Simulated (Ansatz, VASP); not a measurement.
**Au in VASP and in Ansatz**

```xyz
1
Lattice="-1.6076 1.6076 1.7070 1.6076 -1.6076 1.7070 1.6076 1.6076 -1.7070" Properties=species:S:1:pos:R:3 pbc="T T T"
Au    0.0000    0.0000    0.0000
```

Change from the starting cell: strain -0.030 along x and y, +0.030 along z, atoms carried along.

Alike in both runs: task single point; functional LDA; k mesh 20 × 20 × 20; occupations gaussian, width 0.15 eV; no spin polarisation.

```csv
,VASP,Ansatz
version,VASP 6.6.1,Ansatz 0.2.0
potentials or method,"VASP PAW LDA potentials, release 64 (Au), cutoff 500 eV","scalar-relativistic, plane waves, PAW"
valence electrons in the cell,11,19
```

```csv
,VASP,Ansatz,Ansatz less VASP
gap on the k mesh at the Fermi level (eV),none,none,-
pressure (GPa),-9.4,-9.8,-0.43
"traceless stress, the component that is largest in VASP (GPa)",0.27,0.25,-0.022
```

LDA's correlation is that of Perdew and Zunger in VASP and of Perdew and Wang (1992) in Ansatz. A gap of «none» marks a metal or a gap that the smearing closes. VASP's potentials hold 11 valence electrons a cell and Ansatz's 19, so a difference there can come from the potentials and not from the codes.

Neither program's run includes spin-orbit coupling.
